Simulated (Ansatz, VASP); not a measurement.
Two plane-wave programs on Sn

```xyz
2
Lattice="0.0000 3.3289 3.3289 3.3289 0.0000 3.3289 3.3289 3.3289 0.0000" Properties=species:S:1:pos:R:3 pbc="T T T"
Sn    3.3289    3.3289    3.3289
Sn    4.9934    4.9934    4.9934
```

Alike in both runs: task single point; functional PBE; k mesh 8 × 8 × 8; occupations fermi-dirac, width 0.1 eV; no spin polarisation.

```csv
,VASP,Ansatz
version,VASP 6.6.1,Ansatz 0.2.0
potentials or method,"VASP PAW PBE potentials, release 64 (Sn_d), cutoff 520 eV","plane waves (420 eV) with PAW, scalar-relativistic"
valence electrons in the cell,28,28
```

```csv
,VASP,Ansatz,Ansatz less VASP
pressure (GPa),0.0,0.0,+0.04
```

With one functional, cell and mesh, what is left measures potentials, basis and numerics.
